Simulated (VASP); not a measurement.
Si (a cell with a defect), 17 atoms in the cell. The cell holds a defect, 17 atoms: a = 7.679 Å, b = 7.679 Å, c = 7.679 Å, α = 60.00°, β = 60.00°, γ = 60.00°. 

```yaml
Program: VASP 6.6.1
Task: single point
Functional: PBE
Potentials_or_basis: VASP PAW PBE potentials, release 64 (Si)
Cutoff: 520 eV
k_mesh: 2 × 2 × 2
Occupations: gaussian, width 0.02 eV
Spin: no spin polarisation
Dipole_correction: no
Further_INCAR_settings: LREAL = Auto; ALGO = Normal; EDIFF = 1e-06; NBANDS = 48
```

Potentials or basis: VASP PAW PBE potentials, release 64 (Si).

The run is started by

```sh
$ cat potpaw_PBE.64/Si/POTCAR > POTCAR
$ mpirun -np 1 vasp_std > vasp.out
```

Hardware: 1 thread of Intel(R) Xeon(R) Platinum 8488C (Sapphire Rapids), with other jobs on the host.

Problem. Estimate the wall time of this run.

Solution. Wall time 2.9 min on 1 thread of Intel(R) Xeon(R) Platinum 8488C (Sapphire Rapids), with other jobs on the host, peak memory 0.45 GiB. Counts: scf iterations 14, k points 6.
